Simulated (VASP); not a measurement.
Here is a VASP 6.6.1 calculation.

The input INCAR:

```
SYSTEM = Cr
  PREC = Accurate
  ENCUT = 520
  EDIFF = 1E-7
  ISMEAR = 0
  SIGMA = 0.1
  LREAL = .False.
  LASPH = .True.
  NELM = 100
  ALGO = Fast
  ISIF = 2
  LWAVE = .False.
  LCHARG = .False.
  GGA = PE
  NBANDS = 32
```

The input KPOINTS:

```
Automatic mesh
0
Gamma
  4 4 4
  0 0 0
```

The input POSCAR:

```
Cr
1.0
    3.6269771480      0.0000000000      0.0000000000
    0.0000000000      3.6269771480      0.0000000000
    0.0000000000      0.0000000000      3.6269771480
Cr
4
Direct
    0.0000603379      0.0000603379      0.0000603379
    0.4999396621      0.9999396621      0.5000603379
    0.5000603379      0.4999396621      0.9999396621
    0.9999396621      0.5000603379      0.4999396621
```

Potentials or basis: VASP PAW PBE potentials, release 64 (Cr_pv).

Command:

```sh
$ cat potpaw_PBE.64/Cr_pv/POTCAR > POTCAR
$ mpirun -np 1 vasp_std > vasp.out
```

Q: Estimate the pressure.

A: -0.4 GPa.

Q: Estimate the band gap on the k mesh.

A: Zero (band 24 reaches 11.56 eV, above the bottom of band 25 at 10.07 eV).

Caveat: the k points lie up to 0.43 Å⁻¹ apart; the run has no spin polarisation, though such a crystal can be magnetic. Spin polarisation is off, so any magnetic state and its effect on volume and gap are missing.
